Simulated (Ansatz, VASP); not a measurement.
One calculation of HfB2, two programs

```
CELL_PARAMETERS angstrom
3.14000 -0.01570 0.00000
-1.58360 2.72717 0.00000
0.00000 0.00000 3.48000
ATOMIC_POSITIONS crystal
Hf 0.00000 0.00000 0.00000
B 0.33333 0.66667 0.50000
B 0.66667 0.33333 0.50000
```

Alike in both runs: task single point; functional PBE; k mesh 13 × 13 × 10; no spin polarisation.

|  | VASP | Ansatz |
| --- | --- | --- |
| version | VASP 6.6.1 | Ansatz 0.2.0 |
| potentials or method | VASP PAW PBE potentials, release 64 (Hf_pv, B), cutoff 520 eV | plane waves, PAW |
| occupations | methfessel-paxton of order 1, width 0.1 eV | cold |
| valence electrons in the cell | 16 | 32 |

```csv
,VASP,Ansatz,Ansatz less VASP
pressure (GPa),1.0,1.4,+0.37
"traceless stress, the component that is largest in VASP (GPa)",2.71,2.70,-0.010
```

VASP's potentials hold 16 valence electrons a cell and Ansatz's 32, so a difference there can come from the potentials and not from the codes.

Spin-orbit coupling is off throughout.
